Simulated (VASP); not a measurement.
Runs of VASP 6.6.1 on HfO2. The structure is that of space group Fm-3m (No. 225), or close to it. The cells are those of the table. 

```tsv
cell	gap on the mesh (eV)	pressure (GPa)
a = 3.577, b = 3.631, c = 3.631 Å, angles 59.0, 60.5, 60.5°, 3 atoms	4.03	-11.1
a = 3.577, b = 3.524, c = 3.524 Å, angles 61.0, 59.5, 59.5°, 3 atoms	4.08	4.6
a = 3.577, b = 3.604, c = 3.604 Å, angles 59.5, 60.2, 60.2°, 3 atoms	(b)	(a)
a = 3.577, b = 3.672, c = 3.672 Å, angles 58.3, 60.9, 60.9°, 3 atoms	3.69	-15.8
a = 3.577, b = 3.658, c = 3.658 Å, angles 58.5, 60.7, 60.7°, 3 atoms	3.80	-14.3
```

Alike in all rows: task single point; level r2SCAN; potentials or basis VASP PAW PBE potentials, release 64 (Hf_pv, O); no spin polarisation; k mesh 8 × 8 × 8; cutoff (eV) 520; smearing gaussian 0.05 eV.

Question: Estimate the missing entries.

Answer: (a) -7.7; (b) 4.20.

Caveats: the PAW data sets were made with another functional, which shifts forces and pressure a little; spin-orbit coupling is left out, which moves the levels of the heavy elements; the cell stands under tension (at least some runs); the cell stands under pressure (at least some runs).

A k mesh can miss the band edges, and the runs leave out spin-orbit coupling on Hf.
